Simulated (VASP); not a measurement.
# ZrC2 (P6/mmm) in VASP: relaxation of cell and atoms with PBE

Aim: the relaxation of cell and atoms of ZrC2 with PBE.

Everything below comes from runs of VASP 6.6.1. Logs are shortened: lines on timing, memory, paths and dates and some standing lists are left out, and cuts for length are marked.

## (1) The cell of the first run

The structure is hexagonal, space group P6/mmm (No. 191). Conventional cell: a = 3.231 Å, b = 3.231 Å, c = 3.268 Å, α = 90.00°, β = 90.00°, γ = 120.00°. Zr (site symmetry 6/mmm) has 12 C at 2.48 Å and 8 Zr at 3.23 to 3.27 Å within 3.3 Å. Within 2.5 Å of C (site symmetry -6m2) lie 3 C at 1.87 Å and 6 Zr at 2.48 Å.

## (2) Relaxation of cell and atoms, PBE (atoms taken out)

Contents of INCAR:

```
PREC = Accurate ; ENCUT = 600
EDIFF = 1E-6 ; ISMEAR = 0
SIGMA = 0.1 ; LREAL = F
LASPH = T ; NELM = 100
ALGO = Normal ; ISIF = 3
LWAVE = F ; LCHARG = F
GGA = PE ; IBRION = 2
NSW = 100 ; EDIFFG = -0.01
```

Contents of KPOINTS:

```
regular mesh
0
Gamma
  18 18 14
```

Contents of POSCAR:

```
ZrC2
1.0
    3.2308088825      0.0000000000      0.0000000000
   -1.6154044412      2.7979625670      0.0000000000
    0.0000000000      0.0000000000      3.2679875629
Zr C
1 2
Direct
    0.0000000000      0.0000000000      0.0000000000
    0.3333333333      0.6666666667      0.5000000000
    0.6666666667      0.3333333333      0.5000000000
```

Potentials or basis: VASP PAW PBE potentials, release 64 (Zr_sv, C).

Started as:

```
cat potpaw_PBE.64/Zr_sv/POTCAR potpaw_PBE.64/C/POTCAR > POTCAR
mpirun -np 1 vasp_std > vasp.out
```

OUTCAR:

```text
PREC = Accurate
   ENCUT = 600
   EDIFF = 1E-6
   ISMEAR = 0
   LREAL = F
   LASPH = T
   NELM = 100
   ISIF = 3
   GGA = PE
   IBRION = 2
   NSW = 100
   EDIFFG = -0.01

 ion  position               nearest neighbor table
   1  0.000  0.000  0.000-   2 2.48   3 2.48   2 2.48   3 2.48   2 2.48   2 2.48   3 2.48   3 2.48
                             3 2.48   3 2.48   2 2.48   2 2.48
   2  0.333  0.667  0.500-   3 1.87   3 1.87   3 1.87   1 2.48   1 2.48   1 2.48   1 2.48   1 2.48
                             1 2.48
   3  0.667  0.333  0.500-   2 1.87   2 1.87   2 1.87   1 2.48   1 2.48   1 2.48   1 2.48   1 2.48
                             1 2.48

  LATTYP: Found a hexagonal cell.
 ALAT       =     3.2308088825
 C/A-ratio  =     1.0115075456

  Lattice vectors:

 A1 = (   3.2308088825,   0.0000000000,   0.0000000000)
 A2 = (  -1.6154044412,   2.7979625670,   0.0000000000)
 A3 = (   0.0000000000,   0.0000000000,   3.2679875629)

Analysis of symmetry for initial positions (statically):
=====================================================================
 Subroutine PRICEL returns:
 Original cell was already a primitive cell.

 Routine SETGRP: Setting up the symmetry group for a
 hexagonal supercell.

 Subroutine GETGRP returns: Found 24 space group operations
 (whereof 24 operations were pure point group operations)
 out of a pool of 24 trial point group operations.

The static configuration has the point symmetry D_6h.

Analysis of symmetry for dynamics (positions and initial velocities):
=====================================================================
 Subroutine PRICEL returns:
 Original cell was already a primitive cell.

 Routine SETGRP: Setting up the symmetry group for a
 hexagonal supercell.

 Subroutine GETGRP returns: Found 24 space group operations
 (whereof 24 operations were pure point group operations)
 out of a pool of 24 trial point group operations.

The dynamic configuration has the point symmetry D_6h.

 Subroutine INISYM returns: Found 24 space group operations
 (whereof 24 operations are pure point group operations),
 and found     1 'primitive' translations

----------------------------------------------------------------------------------------

                                     Primitive cell

  volume of cell :      29.5416

  direct lattice vectors                    reciprocal lattice vectors
     3.230808882  0.000000000  0.000000000     0.309520011  0.178701462  0.000000000
    -1.615404441  2.797962567  0.000000000     0.000000000  0.357402923  0.000000000
     0.000000000  0.000000000  3.267987563     0.000000000  0.000000000  0.305998717

  length of vectors
     3.230808882  3.230808882  3.267987563     0.357402923  0.357402923  0.305998717

  position of ions in fractional coordinates (direct lattice)
     0.000000000  0.000000000  0.000000000
     0.333333333  0.666666667  0.500000000
     0.666666667  0.333333333  0.500000000

  ion indices of the primitive-cell ions
   primitive index   ion index
                 1           1
                 2           2
                 3           3

----------------------------------------------------------------------------------------

 KPOINTS: regular mesh

Automatic generation of k-mesh.
 Grid dimensions read from file:
 generate k-points for:   18   18   14

 Generating k-lattice:

  Cartesian coordinates                     Fractional coordinates (reciprocal lattice)
     0.017195556  0.009927859  0.000000000     0.055555556 -0.000000000  0.000000000
     0.000000000  0.019855718  0.000000000     0.000000000  0.055555556  0.000000000
     0.000000000  0.000000000  0.021857051     0.000000000  0.000000000  0.071428571

  Length of vectors
     0.019855718  0.019855718  0.021857051

  Shift w.r.t. Gamma in fractional coordinates (k-lattice)
     0.000000000  0.000000000  0.000000000

 Subroutine IBZKPT returns following result:
 ===========================================

 Found    296 irreducible k-points:

 Following reciprocal coordinates:
            Coordinates               Weight
  0.000000  0.000000  0.000000      1.000000
  0.055556 -0.000000  0.000000      6.000000
  0.111111 -0.000000  0.000000      6.000000
  0.166667  0.000000  0.000000      6.000000
  0.222222  0.000000  0.000000      6.000000
  0.277778 -0.000000  0.000000      6.000000
[... 16 lines left out ...]
  0.333333  0.111111  0.000000     12.000000
  0.388889  0.111111  0.000000     12.000000
 [... further k-points ...]
   k-points           NKPTS =    296   k-points in BZ     NKDIM =    296   number of bands    NBANDS=     14
   number of dos      NEDOS =    301   number of ions     NIONS =      3
   total plane-waves  NPLWV =  21952
   dimension x,y,z NGX =    28 NGY =   28 NGZ =   28
   dimension x,y,z NGXF=    56 NGYF=   56 NGZF=   56
   ions per type =               1   2
   NGX,Y,Z   is equivalent  to a cutoff of  14.41, 14.41, 14.24 a.u.
   NGXF,Y,Z  is equivalent  to a cutoff of  28.82, 28.82, 28.49 a.u.
 SYSTEM =  unknown system
   PREC   = accura    normal or accurate (medium, high low for compatibility)
   ISTART =      0    job   : 0-new  1-cont  2-samecut
   ICHARG =      2    charge: 1-file 2-atom 10-const
   ISPIN  =      1    spin polarized calculation?
   LNONCOLLINEAR =      F non collinear calculations
   LSORBIT =      F    spin-orbit coupling
   LASPH  =      T    aspherical Exc in radial PAW
   ENCUT  =  600.0 eV  44.10 Ry    6.64 a.u.   6.45  6.45  6.53*2*pi/ulx,y,z
   NELM   =    100;   NELMIN=  2; NELMDL= -5     # of ELM steps
   EDIFF  = 0.1E-05   stopping-criterion for ELM
   LREAL  =      F    real-space projection
   EDIFFG = -.1E-01   stopping-criterion for IOM
   NSW    =    100    number of steps for IOM
   IBRION =      2    ionic relax: 0-MD 1-quasi-New 2-CG
   NFREE  =      1    steps in history (QN), initial steepest desc. (CG)
   ISIF   =      3    stress and relaxation
   ISYM   =      2    0-nonsym 1-usesym 2-fastsym
   POTIM  = 0.5000    time-step for ionic-motion
   TEBEG  =    0.0;   TEEND  =   0.0 temperature during run
   PSTRESS=    0.0 pullay stress
   NELECT =      20.0000    total number of electrons
   NUPDOWN=      -1.0000    fix difference up-down
   EMIN   =  10.00;   EMAX   =-10.00  energy-range for DOS
   EFERMI =   0.00;   METHOD = LEGACY
   ISMEAR =     0;   SIGMA  =   0.10  broadening in eV -4-tet -1-fermi 0-gaus
   EFERMI_NEDOS =   21; number of points for ismear=-14 and -15
   IALGO  =     38    algorithm
   IMIX   =      4    mixing-type and parameters
     AMIX     =   0.40;   BMIX     =  1.00
     AMIX_MAG =   1.60;   BMIX_MAG =  1.00
  volume/ion in A,a.u.               =       9.85        66.45
  Fermi-wavevector in a.u.,A,eV,Ry     =   1.437497  2.716476 28.115050  2.066398
  Thomas-Fermi vector in A             =   2.556568
   LORBIT       =      0    0 simple, 1 ext, 2 COOP (PROOUT), +10 PAW based schemes
   GGA     = PE    functional components
   LHFCALC =     F    Hartree Fock is set to
   AEXX    =    0.0000 exact exchange contribution
   IVDW    =     0    specifies the selected vdW correction
   LEPSILON=     F    determine dielectric tensor
   LRPA    =     F    only Hartree local field effects (RPA)
 conjugate gradient relaxation of ions
 non-spin polarized calculation
 Gauss-broadening in eV      SIGMA  =   0.10
  energy-cutoff  :      600.00
  volume of cell :       29.54
 maximum number of plane-waves:      1010
 NGX is ok and might be reduce to    28
   NGX = 13   NGY = 13   NGZ = 13

--------------------------------------- Ionic step        1  -------------------------------------------

 number of electron      20.0000000 magnetization

 Free energy of the ion-electron system (eV)
  ---------------------------------------------------
  ext. energy  EPLUGINS =         0.00000000
  ---------------------------------------------------
  free energy    TOTEN  =       -24.72060164 eV

  energy without entropy =      -24.71628312  energy(sigma->0) =      -24.71844238

------------------------ aborting loop because EDIFF is reached ----------------------------------------

  FORCE on cell =-STRESS in cart. coord.  units (eV):
  Direction    XX          YY          ZZ          XY          YZ          ZX
  --------------------------------------------------------------------------------------
  -------------------------------------------------------------------------------------
  Total       -0.2369880     -0.2369880      0.3873382     -0.0000000      0.0000000     -0.0000000
  in kB      -12.8529665    -12.8529665     21.0071578     -0.0000000      0.0000000     -0.0000000
  external PRESSURE =      -1.5662584 kB  Pullay stress =       0.0000000 kB
[... 133 lines left out ...]
  energy  without entropy=      -24.7191183203  energy(sigma->0) =      -24.72132602

--------------------------------------- Ionic step        5  -------------------------------------------

 number of electron      20.0000000 magnetization

 Free energy of the ion-electron system (eV)
  ---------------------------------------------------
  ext. energy  EPLUGINS =         0.00000000
  ---------------------------------------------------
  free energy    TOTEN  =       -24.72366887 eV

  energy without entropy =      -24.71927023  energy(sigma->0) =      -24.72146955

 E-fermi :  12.1772     XC(G=0): -12.9048

 val. band max:       12.1764256084   @ k =   0.2778   0.2778   0.1429
 cond. band min:      12.1800800677   @ k =   0.1667   0.0000   0.2143
 fundamental gap:      0.0036544593
 Fermi energy:        12.1771975593

 k-point     1 :       0.0000    0.0000    0.0000
  band No.  band energies     occupation
      1     -37.2786      2.00000
      2     -15.2403      2.00000
      3     -15.0073      2.00000
      4     -15.0073      2.00000
      5      -4.6859      2.00000
      6       6.4079      2.00000
      7       6.4079      2.00000
      8       7.8701      2.00000
      9       9.0090      2.00000
     10       9.2448      2.00000
     11      14.0564      0.00000
     12      14.0564      0.00000
     13      15.0459      0.00000
     14      15.0459      0.00000
[... 375 lines left out ...]
 k-point    24 :       0.3889    0.1111    0.0000
  band No.  band energies     occupation
      1     -37.1738      2.00000
      2     -15.8749      2.00000
      3     -15.2753      2.00000
      4     -15.0805      2.00000
      5      -1.3918      2.00000
      6       0.1930      2.00000
      7       5.0503      2.00000
      8       7.0017      2.00000
      9       8.9467      2.00000
     10      10.7183      2.00000
     11      13.9376      0.00000
     12      15.2350      0.00000
     13      15.2457      0.00000
     14      15.6293      0.00000

 [... further k-points ...]

------------------------ aborting loop because EDIFF is reached ----------------------------------------

  FORCE on cell =-STRESS in cart. coord.  units (eV):
  Direction    XX          YY          ZZ          XY          YZ          ZX
  --------------------------------------------------------------------------------------
  -------------------------------------------------------------------------------------
  Total        0.0001979      0.0001979      0.0090907      0.0000000     -0.0000000      0.0000000
  in kB        0.0107866      0.0107866      0.4954653      0.0000000     -0.0000000      0.0000000
  external PRESSURE =       0.1723462 kB  Pullay stress =       0.0000000 kB
[... 18 lines left out ...]
  FREE ENERGIE OF THE ION-ELECTRON SYSTEM (eV)
  ---------------------------------------------------
  free  energy   TOTEN  =       -24.7236688680 eV

  energy  without entropy=      -24.7192702252  energy(sigma->0) =      -24.72146955

 reached required accuracy - stopping structural energy minimisation
```

It took 10 min on 1 thread of AMD EPYC 7R13, shared host; peak memory 0.26 GiB.

What came out:

| Property | Result |
| --- | --- |
| Free energy | -24.7237 eV |
| Relaxed volume | 9.80 Å³/atom |
| Relaxed cell | a = 3.210 Å, b = 3.210 Å, c = 3.294 Å, α = 90.00°, β = 90.00°, γ = 120.00° |
| Space group after relaxing (to 0.1 Å) | P6/mmm (No. 191) |
| Energy gained by relaxing | 1.0 meV/atom |
| Ionic steps | 5 |
| Pressure after relaxing | 0.0 GPa |
| Band gap on the k mesh | zero (bands 10 and 11 overlap by 4.35 eV) |

Step by step:
| step | energy change (eV) | largest force (eV/Å) | pressure (GPa) | volume (Å³) |
| --- | --- | --- | --- | --- |
| 1 | 0.0000 | 0.0000 | -0.16 | 29.54 |
| 2 | -0.0027 | 0.0000 | -0.46 | 29.50 |
| 3 | -0.0029 | 0.0000 | -0.57 | 29.48 |
| 4 | -0.0029 | 0.0000 | 0.55 | 29.32 |
| 5 | -0.0031 | 0.0000 | 0.02 | 29.40 |

Final structure:
```yaml
crystal:
  lattice:
    - [3.21000, 0.00000, 0.00000]
    - [-1.60500, 2.77994, 0.00000]
    - [0.00000, 0.00000, 3.29422]
  atoms:
    - { symbol: Zr, position: [0.00000, 0.00000, 0.00000] }
    - { symbol: C, position: [0.33333, 0.66667, 0.50000] }
    - { symbol: C, position: [0.66667, 0.33333, 0.50000] }
```

Levels at points of the mesh, in eV from the Fermi level:
| k point | band 6 | band 7 | band 8 | band 9 | band 10 | band 11 | band 12 | band 13 | band 14 |
| --- | --- | --- | --- | --- | --- | --- | --- | --- | --- |
| (0.00, 0.00, 0.00) | -5.77 | -5.77 | -4.31 | -3.17 | -2.93 | 1.88 | 1.88 | 2.87 | 2.87 |
| (0.50, 0.00, 0.00) | -12.56 | -6.18 | -5.34 | -4.35 | -0.61 | 1.90 | 2.64 | 3.14 | 3.61 |
| (0.00, 0.00, 0.50) | -8.58 | -4.63 | -4.63 | -2.05 | -1.90 | -1.90 | -0.03 | -0.03 | 1.01 |
| (0.50, 0.00, 0.50) | -10.99 | -7.50 | -5.78 | -4.25 | -0.44 | 3.89 | 4.26 | 5.03 | 5.26 |

Caveat: the cell differs from its parent crystal (atoms taken out).
